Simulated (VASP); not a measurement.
Co:

```
Co
1.0
     0.00000    2.46343    2.46343
     2.46343    0.00000    2.46343
     2.46343    2.46343    0.00000
Co
2
Cartesian
  0.6159 0.6159 0.6159
  4.3110 4.3110 4.3110
```

```yaml
Program: VASP 6.6.1
Task: relaxation of cell and atoms
Functional: BLYP
Potentials_or_basis: VASP PAW PBE potentials, release 64 (Co)
Cutoff: 600 eV
k_mesh: 11 × 11 × 11
Occupations: fermi-dirac, width 0.1 eV
Spin: no spin polarisation
```

At the start: pressure 5.1 GPa; volume 14.95 Å³/atom.

Task: How do energy, volume and symmetry change on relaxing?

Result: Over 3 steps the energy falls by 9.6 meV/atom and the volume is 15.58 Å³/atom (+4.2 %); space group Fd-3m (No. 227, to 0.05 Å).

The path:
```
step  energy change (eV)  largest force (eV/Å)  pressure (GPa)  volume (Å³)
   1              0.0000                0.0000            5.11        29.90
   2             -0.0118                0.0000           -2.77        32.01
   3             -0.0193                0.0000            0.02        31.16
```

Final structure:
```
Co
1.0
     0.00000    2.49770    2.49770
     2.49770    0.00000    2.49770
     2.49770    2.49770    0.00000
Co
2
Direct
  0.12500 0.12500 0.12500
  0.87500 0.87500 0.87500
```

Caveat: the PAW data sets were made with another functional, which shifts forces and pressure a little; the run has no spin polarisation, though such a crystal can be magnetic.
